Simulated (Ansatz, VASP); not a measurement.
Two plane-wave programs on GaN

File POSCAR:

```
GaN
1.0
    1.6146090000      2.7965840000      0.0000000000
   -1.6146090000      2.7965840000      0.0000000000
    0.0000000000      0.0000000000      5.2527950000
Ga N
2 2
Direct
    0.6666700000      0.6666600000      0.0000000000
    0.3333400000      0.3333300000      0.5000000000
    0.6666700000      0.6666600000      0.3750000000
    0.3333400000      0.3333300000      0.8750000000
```

INCAR.step1

```
ALGO = Normal ; EDIFF = 1E-4
ENCUT = 520 ; GGA = PE
ISMEAR = -1 ; LASPH = T
LCHARG = F ; LREAL = F
LWAVE = T ; NBANDS = 26
NELM = 60 ; PREC = Accurate
SIGMA = 0.0122
```

The input INCAR.step2:

```
ALGO = Normal ; EDIFF = 1E-6
ENCUT = 520 ; ISIF = 2
ISMEAR = -1 ; ISTART = 1
LASPH = T ; LCHARG = F
LMIXTAU = T ; LREAL = F
LWAVE = F ; METAGGA = R2SCAN
NBANDS = 26 ; NELM = 60
PREC = Accurate ; SIGMA = 0.0122
```

File KPOINTS:

```
k-points
0
Gamma
  6 6 4
```

Input for Ansatz:

```yaml
crystal:
  lattice:
    - [1.614609, 2.796584, 0.0]
    - [-1.614609, 2.796584, 0.0]
    - [0.0, 0.0, 5.252795]
  atoms:
    - { symbol: Ga, position: [0.66667, 0.66666, 0.0] }
    - { symbol: Ga, position: [0.33334, 0.33333, 0.5] }
    - { symbol: "N", position: [0.66667, 0.66666, 0.375] }
    - { symbol: "N", position: [0.33334, 0.33333, 0.875] }
  symmetry: { tolerance: 0.0003 }
kpoints:
  mp_grid: { grid: [6, 6, 4], shift: [0, 0, 0] }
magnetization:
  spin_polarized: false
scf:
  occupations: { method: fermi_dirac, width: 0.0122 }
hamiltonian:
  pseudopotentials: { kind: paw }
  xc: r2scan
basis:
  ecutwfc: 500
output:
  forces: true
  stress: true
  eigenvalues: true
```

Alike in both runs: task single point; functional r2SCAN; k mesh 6 × 6 × 4; occupations fermi-dirac, width 0.0122 eV; no spin polarisation.

|  | VASP | Ansatz |
| --- | --- | --- |
| version | VASP 6.6.1 | Ansatz 0.2.0 |
| potentials or method | VASP PAW PBE potentials, release 64 (Ga_d, N), cutoff 520 eV | PAW plane waves |
| valence electrons in the cell | 36 | 36 |

|  | VASP | Ansatz | Ansatz less VASP |
| --- | --- | --- | --- |
| gap on the k mesh at the Fermi level (eV) | 2.04 | 2.05 | +0.005 |
| pressure (GPa) | -6.6 | -7.6 | -0.99 |
| traceless stress, the component that is largest in VASP (GPa) | 0.78 | 0.76 | -0.025 |
| rms of the force components (eV/Å) | 0.065 | 0.068 | +0.0029 |

VASP's potentials were made for PBE, not for r2SCAN. Atom by atom the forces differ by 0.003 eV/Å (rms over components). With one functional, cell and mesh, what is left measures potentials, basis and numerics. Ansatz's warnings: structure snapped to symmetry.
